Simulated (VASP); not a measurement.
Set up this calculation in VASP 6.6.1, as the native input.

| Item | Value |
| --- | --- |
| Task | relaxation of cell and atoms |
| Functional | PBE |
| Potentials or basis | VASP PAW PBE potentials, release 64 (Cs_sv, Pb_d, Cl) |
| Cutoff | 600 eV |
| k mesh | 6 × 6 × 6 |
| Occupations | gaussian, width 0.02 eV |
| Spin | no spin polarisation |
| Dipole correction | no |
| Further INCAR settings | ALGO = Normal; EDIFF = 1e-07; IBRION = 2; EDIFFG = -0.005; NSW = 100; ISIF = 3 |

The structure of CsPbCl3 lies in POSCAR:

```
CsPbCl3
1.0
    4.0031551156      2.3112226836      3.2955554574
   -4.0031551156      2.3112226836      3.2955554574
    0.0000000000     -4.6224453672      3.2955554574
Cs Pb Cl
1 1 3
Direct
    0.5000000000      0.5000000000      0.5000000000
    0.0000000000      0.0000000000      0.0000000000
    0.5000000000      0.0186003000      0.9813997000
    0.0186003000      0.9813997000      0.5000000000
    0.9813997000      0.5000000000      0.0186003000
```

The input as run:

INCAR

```
SYSTEM = CsPbCl3
PREC     = Accurate       ! precision mode
ENCUT    = 600            ! plane-wave cutoff, eV
EDIFF    = 1E-7           ! SCF threshold, eV
ISMEAR   = 0              ! smearing method
SIGMA    = 0.02           ! smearing width, eV
LREAL    = .False.        ! projectors in reciprocal space
LASPH    = .True.         ! aspherical terms in the spheres
NELM     = 80             ! most SCF steps
ALGO     = Normal         ! electronic algorithm
ISIF     = 3              ! what is computed and relaxed
LWAVE    = .False.        ! write WAVECAR
LCHARG   = .False.        ! write CHGCAR
GGA      = PE             ! functional
IBRION   = 2              ! ionic algorithm
NSW      = 100            ! ionic steps
EDIFFG   = -0.005         ! ionic threshold
```

KPOINTS

```
regular mesh
0
Gamma
  6 6 6
  0 0 0
```

Potentials or basis: VASP PAW PBE potentials, release 64 (Cs_sv, Pb_d, Cl).

Run with:

```bash
$ cat potpaw_PBE.64/Cs_sv/POTCAR potpaw_PBE.64/Pb_d/POTCAR potpaw_PBE.64/Cl/POTCAR > POTCAR
$ mpirun -np 1 vasp_std > vasp.out
```

Results of the run:

The relaxed volume is 37.73 Å³/atom. The relaxed cell is a = 5.735 Å, b = 5.735 Å, c = 5.735 Å, α = 89.93°, β = 89.93°, γ = 89.93° and the space group after relaxing (to 0.1 Å) is Pm-3m (No. 221). The energy gained by relaxing is 3.1 meV/atom and the ionic steps are 17. The pressure after relaxing is 0.0 GPa and the band gap on the k mesh is 2.22 eV.

Caveat: spin-orbit coupling is left out, which moves the levels of the heavy elements.

Run time: 14 min on 1 thread of Intel(R) Xeon(R) 6975P-C (Granite Rapids), on a shared host, peak memory 0.46 GiB.
